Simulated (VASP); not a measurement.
# SnTe (Fm-3m) in VASP: notebook

The runs below take SnTe through single point, relaxation of cell and atoms, with r2SCAN, PBEsol, LDA.

All numbers are computed with VASP 6.6.1; they aren't measurements. Logs are shortened: lines on timing, memory, paths and dates and some standing lists are left out, and cuts for length are marked.

### Step 1. The cell of the first run

Symmetry: Fm-3m, No. 225, cubic system. The conventional cell has a = 6.379 Å, b = 6.379 Å, c = 6.379 Å, α = 90.00°, β = 90.00°, γ = 90.00°. Within 4.2 Å of Sn (site symmetry m-3m) lie 6 Te at 3.19 Å. Within 4.2 Å of Te (site symmetry m-3m) lie 6 Sn at 3.19 Å.

### Step 2. Single point, r2SCAN

POSCAR

```
SnTe
1.0
    0.0000000000      3.1893303349      3.1893303349
    3.1893303349      0.0000000000      3.1893303349
    3.1893303349      3.1893303349      0.0000000000
Sn Te
1 1
Direct
    0.0000000000      0.0000000000      0.0000000000
    0.5000000000      0.5000000000      0.5000000000
```

INCAR.step1

```
SYSTEM = SnTe
PREC = Accurate
ENCUT = 520
ISMEAR = -1
SIGMA = 0.02
LREAL = .False.
LASPH = .True.
NELM = 60
NBANDS = 17
GGA = PE
ALGO = Normal
EDIFF = 1E-4
LWAVE = .True.
LCHARG = .False.
```

INCAR.step2

```
SYSTEM = SnTe
PREC = Accurate
ENCUT = 520
EDIFF = 1E-7
ISMEAR = -1
SIGMA = 0.02
LREAL = .False.
LASPH = .True.
NELM = 60
ALGO = Normal
ISIF = 2
LWAVE = .False.
LCHARG = .False.
METAGGA = R2SCAN
LMIXTAU = .True.
NBANDS = 17
ISTART = 1
```

KPOINTS

```
Automatic mesh
0
Gamma
  8 8 8
  0 0 0
```

Potentials or basis: VASP PAW PBE potentials, release 64 (Sn_d, Te).

Started as:

```bash
> cat potpaw_PBE.64/Sn_d/POTCAR potpaw_PBE.64/Te/POTCAR > POTCAR
> cp INCAR.step1 INCAR
> mpirun -np 1 vasp_std > vasp.out
> cp INCAR.step2 INCAR
> mpirun -np 1 vasp_std > vasp.out
```

OUTCAR:

```text
SYSTEM = SnTe
   PREC = Accurate
   ENCUT = 520
   EDIFF = 1E-7
   ISMEAR = -1
   LREAL = .False.
   LASPH = .True.
   NELM = 60
   ISIF = 2
   METAGGA = R2SCAN
   ISTART = 1

 ion  position               nearest neighbor table
   1  0.000  0.000  0.000-   2 3.19   2 3.19   2 3.19   2 3.19   2 3.19   2 3.19
   2  0.500  0.500  0.500-   1 3.19   1 3.19   1 3.19   1 3.19   1 3.19   1 3.19

  LATTYP: Found a face centered cubic cell.
 ALAT       =     6.3786606698

  Lattice vectors:

 A1 = (   0.0000000000,   3.1893303349,   3.1893303349)
 A2 = (   3.1893303349,   0.0000000000,   3.1893303349)
 A3 = (   3.1893303349,   3.1893303349,   0.0000000000)

Analysis of symmetry for initial positions (statically):
=====================================================================
 Subroutine PRICEL returns:
 Original cell was already a primitive cell.

 Routine SETGRP: Setting up the symmetry group for a
 face centered cubic supercell.

 Subroutine GETGRP returns: Found 48 space group operations
 (whereof 48 operations were pure point group operations)
 out of a pool of 48 trial point group operations.

The static configuration has the point symmetry O_h .

Analysis of symmetry for dynamics (positions and initial velocities):
=====================================================================
 Subroutine PRICEL returns:
 Original cell was already a primitive cell.

 Routine SETGRP: Setting up the symmetry group for a
 face centered cubic supercell.

 Subroutine GETGRP returns: Found 48 space group operations
 (whereof 48 operations were pure point group operations)
 out of a pool of 48 trial point group operations.

The dynamic configuration has the point symmetry O_h .

 Subroutine INISYM returns: Found 48 space group operations
 (whereof 48 operations are pure point group operations),
 and found     1 'primitive' translations

----------------------------------------------------------------------------------------

                                     Primitive cell

  volume of cell :      64.8826

  direct lattice vectors                    reciprocal lattice vectors
     0.000000000  3.189330335  3.189330335    -0.156772723  0.156772723  0.156772723
     3.189330335  0.000000000  3.189330335     0.156772723 -0.156772723  0.156772723
     3.189330335  3.189330335  0.000000000     0.156772723  0.156772723 -0.156772723

  length of vectors
     4.510394215  4.510394215  4.510394215     0.271538321  0.271538321  0.271538321

  position of ions in fractional coordinates (direct lattice)
     0.000000000  0.000000000  0.000000000
     0.500000000  0.500000000  0.500000000

  ion indices of the primitive-cell ions
   primitive index   ion index
                 1           1
                 2           2

----------------------------------------------------------------------------------------

 KPOINTS: Automatic mesh

Automatic generation of k-mesh.
 Grid dimensions read from file:
 generate k-points for:    8    8    8

 Generating k-lattice:

  Cartesian coordinates                     Fractional coordinates (reciprocal lattice)
    -0.019596590  0.019596590  0.019596590     0.125000000  0.000000000  0.000000000
     0.019596590 -0.019596590  0.019596590     0.000000000  0.125000000  0.000000000
     0.019596590  0.019596590 -0.019596590     0.000000000  0.000000000  0.125000000

  Length of vectors
     0.033942290  0.033942290  0.033942290

  Shift w.r.t. Gamma in fractional coordinates (k-lattice)
     0.000000000  0.000000000  0.000000000

 Subroutine IBZKPT returns following result:
 ===========================================

 Found     29 irreducible k-points:

 Following reciprocal coordinates:
            Coordinates               Weight
  0.000000  0.000000  0.000000      1.000000
  0.125000  0.000000  0.000000      8.000000
  0.250000  0.000000  0.000000      8.000000
  0.375000  0.000000  0.000000      8.000000
  0.500000  0.000000  0.000000      4.000000
  0.125000  0.125000  0.000000      6.000000
[... 16 lines left out ...]
  0.500000  0.250000  0.125000     48.000000
 -0.375000  0.250000  0.125000     24.000000
 [... further k-points ...]
   k-points           NKPTS =     29   k-points in BZ     NKDIM =     29   number of bands    NBANDS=     17
   number of dos      NEDOS =    301   number of ions     NIONS =      2
   total plane-waves  NPLWV =  46656
   dimension x,y,z NGX =    36 NGY =   36 NGZ =   36
   dimension x,y,z NGXF=    72 NGYF=   72 NGZF=   72
   ions per type =               1   1
   NGX,Y,Z   is equivalent  to a cutoff of  13.27, 13.27, 13.27 a.u.
   NGXF,Y,Z  is equivalent  to a cutoff of  26.54, 26.54, 26.54 a.u.
 SYSTEM =  SnTe
   PREC   = accura    normal or accurate (medium, high low for compatibility)
   ISTART =      1    job   : 0-new  1-cont  2-samecut
   ICHARG =      0    charge: 1-file 2-atom 10-const
   ISPIN  =      1    spin polarized calculation?
   LNONCOLLINEAR =      F non collinear calculations
   LSORBIT =      F    spin-orbit coupling
   LASPH  =      T    aspherical Exc in radial PAW
   ENCUT  =  520.0 eV  38.22 Ry    6.18 a.u.   8.39  8.39  8.39*2*pi/ulx,y,z
   NELM   =     60;   NELMIN=  2; NELMDL=  0     # of ELM steps
   EDIFF  = 0.1E-06   stopping-criterion for ELM
   LREAL  =      F    real-space projection
   EDIFFG = 0.1E-05   stopping-criterion for IOM
   NSW    =      0    number of steps for IOM
   IBRION =     -1    ionic relax: 0-MD 1-quasi-New 2-CG
   NFREE  =      0    steps in history (QN), initial steepest desc. (CG)
   ISIF   =      2    stress and relaxation
   ISYM   =      2    0-nonsym 1-usesym 2-fastsym
   POTIM  = 0.5000    time-step for ionic-motion
   TEBEG  =    0.0;   TEEND  =   0.0 temperature during run
   PSTRESS=    0.0 pullay stress
   NELECT =      20.0000    total number of electrons
   NUPDOWN=      -1.0000    fix difference up-down
   EMIN   =  10.00;   EMAX   =-10.00  energy-range for DOS
   EFERMI =   0.00;   METHOD = LEGACY
   ISMEAR =    -1;   SIGMA  =   0.02  broadening in eV -4-tet -1-fermi 0-gaus
   EFERMI_NEDOS =   21; number of points for ismear=-14 and -15
   IALGO  =     38    algorithm
   IMIX   =      4    mixing-type and parameters
     AMIX     =   0.40;   BMIX     =  1.00
     AMIX_MAG =   1.60;   BMIX_MAG =  1.00
  volume/ion in A,a.u.               =      32.44       218.92
  Fermi-wavevector in a.u.,A,eV,Ry     =   1.105882  2.089813 16.639575  1.222974
  Thomas-Fermi vector in A             =   2.242375
   LORBIT       =      0    0 simple, 1 ext, 2 COOP (PROOUT), +10 PAW based schemes
   METAGGA = R2SCAN    functional components
   LHFCALC =     F    Hartree Fock is set to
   AEXX    =    0.0000 exact exchange contribution
   IVDW    =     0    specifies the selected vdW correction
   LEPSILON=     F    determine dielectric tensor
   LRPA    =     F    only Hartree local field effects (RPA)
 non-spin polarized calculation
  energy-cutoff  :      520.00
  volume of cell :       64.88
 maximum number of plane-waves:      1807
 NGX is ok and might be reduce to    36
   NGX = 17   NGY = 17   NGZ = 17

 number of electron      20.0000002 magnetization

 Free energy of the ion-electron system (eV)
  ---------------------------------------------------
  ext. energy  EPLUGINS =         0.00000000
  ---------------------------------------------------
  free energy    TOTEN  =       -50.68625830 eV

  energy without entropy =      -50.68618132  energy(sigma->0) =      -50.68621981

 E-fermi :   6.6294     XC(G=0):  -9.8925

 val. band max:        6.5575049961   @ k =   0.5000   0.0000   0.0000
 cond. band min:       6.7013189518   @ k =   0.5000   0.0000   0.0000
 fundamental gap:      0.1438139558
 Fermi energy:         6.6294109710

 k-point     1 :       0.0000    0.0000    0.0000
  band No.  band energies     occupation
      1     -16.1850      2.00000
      2     -16.1850      2.00000
      3     -16.1765      2.00000
      4     -16.1765      2.00000
      5     -16.1765      2.00000
      6      -6.6566      2.00000
[... 9 lines left out ...]
     16      11.5995      0.00000
     17      13.5861      0.00000

 k-point     2 :       0.1250    0.0000    0.0000
  band No.  band energies     occupation
      1     -16.1855      2.00000
      2     -16.1855      2.00000
      3     -16.1763      2.00000
      4     -16.1757      2.00000
      5     -16.1757      2.00000
      6      -6.5249      2.00000
[... 9 lines left out ...]
     16      11.9211      0.00000
     17      14.5657      0.00000

 k-point     3 :       0.2500    0.0000    0.0000
  band No.  band energies     occupation
      1     -16.1872      2.00000
      2     -16.1872      2.00000
      3     -16.1757      2.00000
      4     -16.1737      2.00000
      5     -16.1737      2.00000
      6      -6.1555      2.00000
[... 9 lines left out ...]
     16      12.8177      0.00000
     17      16.6077      0.00000

 k-point     4 :       0.3750    0.0000    0.0000
  band No.  band energies     occupation
      1     -16.1890      2.00000
      2     -16.1890      2.00000
      3     -16.1752      2.00000
      4     -16.1714      2.00000
      5     -16.1714      2.00000
      6      -5.6633      2.00000
[... 9 lines left out ...]
     16      14.2128      0.00000
     17      17.1422      0.00000
[... 343 lines left out ...]
      1     -16.1916      2.00000
      2     -16.1850      2.00000
      3     -16.1766      2.00000
      4     -16.1719      2.00000
      5     -16.1716      2.00000
      6      -5.8580      2.00000
[... 9 lines left out ...]
     16      14.9004      0.00000
     17      15.1542      0.00000

 k-point    23 :       0.5000    0.2500    0.1250
  band No.  band energies     occupation
      1     -16.1928      2.00000
      2     -16.1865      2.00000
      3     -16.1752      2.00000
      4     -16.1713      2.00000
      5     -16.1700      2.00000
      6      -5.4322      2.00000
[... 9 lines left out ...]
     16      15.1212      0.00000
     17      16.4709      0.00000

 k-point    24 :      -0.3750    0.2500    0.1250
  band No.  band energies     occupation
      1     -16.1931      2.00000
      2     -16.1874      2.00000
      3     -16.1738      2.00000
      4     -16.1720      2.00000
      5     -16.1692      2.00000
      6      -5.2088      2.00000
[... 9 lines left out ...]
     16      16.2465      0.00000
     17      16.4912      0.00000

 [... further k-points ...]

------------------------ aborting loop because EDIFF is reached ----------------------------------------

  FORCE on cell =-STRESS in cart. coord.  units (eV):
  Direction    XX          YY          ZZ          XY          YZ          ZX
  --------------------------------------------------------------------------------------
  -------------------------------------------------------------------------------------
  Total       -0.0406348     -0.0406348     -0.0406348      0.0000000      0.0000000      0.0000000
  in kB       -1.0034151     -1.0034151     -1.0034151      0.0000000      0.0000000      0.0000000
  external PRESSURE =      -1.0034151 kB  Pullay stress =       0.0000000 kB

 VOLUME and BASIS-vectors are now :
 -----------------------------------------------------------------------------
  energy-cutoff  :      520.00
  volume of cell :       64.88
      direct lattice vectors                 reciprocal lattice vectors
     0.000000000  3.189330335  3.189330335    -0.156772723  0.156772723  0.156772723
     3.189330335  0.000000000  3.189330335     0.156772723 -0.156772723  0.156772723
     3.189330335  3.189330335  0.000000000     0.156772723  0.156772723 -0.156772723

 POSITION                                       TOTAL-FORCE (eV/Angst)
 -----------------------------------------------------------------------------------
      0.00000      0.00000      0.00000        -0.000000      0.000000      0.000000
      3.18933      3.18933      3.18933         0.000000     -0.000000     -0.000000
 -----------------------------------------------------------------------------------
    total drift:                               -0.000000      0.000000      0.000000

  FREE ENERGIE OF THE ION-ELECTRON SYSTEM (eV)
  ---------------------------------------------------
  free  energy   TOTEN  =       -50.6862582981 eV

  energy  without entropy=      -50.6861813234  energy(sigma->0) =      -50.68621981
```

It took 1.8 min on 1 thread of Intel Xeon Platinum 8375C at 2.90GHz (Ice Lake), shared host; peak memory 0.22 GiB.

What came out:

```yaml
Free_energy: -50.6863 eV
Pressure: -0.1 GPa
Band_gap_on_the_k_mesh: 0.14 eV
```

Caveat: semilocal functionals underestimate gaps, and a narrow one can read as zero; the PAW data sets were made with another functional, which shifts forces and pressure a little; spin-orbit coupling is left out, which moves the levels of the heavy elements.

### Step 3. Relaxation of cell and atoms, PBEsol

This run uses another cell than the first one, of 32.93 Å³/atom.

INCAR

```
SYSTEM = SnTe
PREC = Accurate
ENCUT = 600
EDIFF = 1E-6
ISMEAR = -1
SIGMA = 0.02
LREAL = .False.
LASPH = .True.
NELM = 60
ALGO = Normal
ISIF = 3
LWAVE = .False.
LCHARG = .False.
GGA = PS
IBRION = 2
NSW = 80
EDIFFG = -0.005
```

KPOINTS

```
regular mesh
0
Gamma
  6 6 6
  0 0 0
```

POSCAR

```
SnTe
1.0
    0.0000000000      3.2053449693      3.2053449693
    3.2053449693      0.0000000000      3.2053449693
    3.2053449693      3.2053449693      0.0000000000
Sn Te
1 1
Direct
    0.0000000000      0.0000000000      0.0000000000
    0.5000000000      0.5000000000      0.5000000000
```

Potentials or basis: VASP PAW PBE potentials, release 64 (Sn_d, Te).

Started as:

```bash
> cat potpaw_PBE.64/Sn_d/POTCAR potpaw_PBE.64/Te/POTCAR > POTCAR
> mpirun -np 1 vasp_std > vasp.out
```

Run time: 37 s. Hardware: 1 thread of Intel Xeon Platinum 8375C at 2.90GHz (Ice Lake), shared host; peak memory 0.22 GiB.

Results (log left out):

```
Free energy                           : -8.3415 eV
Relaxed volume                        : 31.06 Å³/atom
Relaxed cell                          : a = 4.445 Å, b = 4.445 Å, c = 4.445 Å, α = 60.00°, β = 60.00°, γ = 60.00°
Space group after relaxing (to 0.1 Å) : Fm-3m (No. 225)
Energy gained by relaxing             : 14.9 meV/atom
Ionic steps                           : 3
Pressure after relaxing               : 0.0 GPa
Band gap on the k mesh                : 0.16 eV
```

The path:
```tsv
step	energy change (eV)	largest force (eV/Å)	pressure (GPa)	volume (Å³)
1	0.0000	0.0000	-2.39	65.86
2	-0.0280	0.0000	0.66	61.29
3	-0.0298	0.0000	0.02	62.12
```

Final structure:
```cif
data_structure
_symmetry_space_group_name_H-M 'P 1'
_symmetry_Int_Tables_number 1
_cell_length_a 4.4454
_cell_length_b 4.4454
_cell_length_c 4.4454
_cell_angle_alpha 60.000
_cell_angle_beta 60.000
_cell_angle_gamma 60.000
_cell_volume 62.12
loop_
_atom_site_label
_atom_site_type_symbol
_atom_site_fract_x
_atom_site_fract_y
_atom_site_fract_z
_atom_site_occupancy
Sn1 Sn 0.00000 0.00000 0.00000 1
Te1 Te 0.50000 0.50000 0.50000 1
```

Levels at points of the mesh, in eV from the valence-band top:
```csv
k point,band 8,band 9,band 10,band 11,band 12,band 13
"(0.00, 0.00, 0.00)",-2.09,-2.09,-2.09,3.40,3.40,3.40
"(0.50, 0.00, 0.00)",-1.75,-1.75,0.00,0.16,0.39,0.39
"(0.50, 0.50, 0.00)",-5.60,-3.72,-3.72,2.13,5.00,5.00
```

Caveat: semilocal functionals underestimate gaps, and a narrow one can read as zero; the PAW data sets were made with another functional, which shifts forces and pressure a little; spin-orbit coupling is left out, which moves the levels of the heavy elements. A k mesh can miss the band edges.

[end of part 1 of 2]
